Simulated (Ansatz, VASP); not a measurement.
# One calculation of Cd4S3, two programs

File INCAR:

```
ALGO     = Normal         # electronic algorithm
EDIFF    = 1E-6           # SCF threshold, eV
EDIFFG   = -0.08          # ionic threshold
ENCUT    = 600            # plane-wave cutoff, eV
GGA      = PE             # functional
IBRION   = 2              # ionic algorithm
ISIF     = 3              # what is computed and relaxed
ISMEAR   = 0              # smearing method
LASPH    = True           # aspherical terms in the spheres
LCHARG   = False          # write CHGCAR
LREAL    = False          # projectors in reciprocal space
LWAVE    = False          # write WAVECAR
NELM     = 60             # most SCF steps
NSW      = 36             # ionic steps
PREC     = Accurate       # precision mode
SIGMA    = 0.2            # smearing width, eV
```

The input KPOINTS:

```
k-points
0
Gamma
  3 3 3
```

The input POSCAR:

```
Cd4S3
1.0
    5.6767912600      0.0000000000      0.0000000000
    0.0000000000      5.6767912600      0.0000000000
    0.0000000000      0.0000000000      5.6767912600
Cd S
4 3
Direct
    0.2842946100      0.7157053900      0.2842946100
    0.7157053900      0.2842946100      0.2842946100
    0.2842946100      0.2842946100      0.7157053900
    0.7157053900      0.7157053900      0.7157053900
    0.0000000000      0.0000000000      0.5000000000
    0.5000000000      0.0000000000      0.0000000000
    0.0000000000      0.5000000000      0.0000000000
```

Input for Ansatz:

```yaml
crystal:
  lattice:
    - [5.67679126, 0.0, 0.0]
    - [0.0, 5.67679126, 0.0]
    - [0.0, 0.0, 5.67679126]
  atoms:
    - { symbol: Cd, position: [0.28429461, 0.71570539, 0.28429461] }
    - { symbol: Cd, position: [0.71570539, 0.28429461, 0.28429461] }
    - { symbol: Cd, position: [0.28429461, 0.28429461, 0.71570539] }
    - { symbol: Cd, position: [0.71570539, 0.71570539, 0.71570539] }
    - { symbol: S, position: [0.0, 0.0, 0.5] }
    - { symbol: S, position: [0.5, 0.0, 0.0] }
    - { symbol: S, position: [0.0, 0.5, 0.0] }
basis:
  ecutwfc: 420
kpoints:
  mp_grid: { grid: [3, 3, 3] }
hamiltonian:
  xc: pbe
scf:
  occupations: { method: gaussian, width: 0.2 }
  lower_state_search: "off"
output:
  forces: true
  stress: true
  eigenvalues: true
relax:
  adjacent_minimum: "off"
  f_tol: 0.08
  max_steps: 16
  cell: { stress_tol: 0.8 }
```

Change from the starting cell: species swapped into the Sn3As4 type (P-43m, No. 215).

Alike in both runs: task relaxation of cell and atoms; functional PBE; k mesh 3 × 3 × 3; occupations gaussian, width 0.2 eV; no spin polarisation.

|  | VASP | Ansatz |
| --- | --- | --- |
| version | VASP 6.6.1 | Ansatz 0.2.0 |
| potentials or method | VASP PAW PBE potentials, release 64 (Cd, S), cutoff 600 eV | scalar-relativistic, plane waves, PAW |
| valence electrons in the cell | 66 | 98 |

|  | VASP | Ansatz | Ansatz less VASP |
| --- | --- | --- | --- |
| gap on the k mesh at the Fermi level, each at its own relaxed structure (eV) | 1.63 | 1.72 | +0.091 |
| relaxed volume (Å³/atom) | 25.14 | 24.29 | -0.852 |
| relaxed cell length with the largest relative difference (Å) | 5.604 | 5.540 | -0.0640 |

VASP's potentials hold 66 valence electrons a cell and Ansatz's 98, so a difference there can come from the potentials and not from the codes.
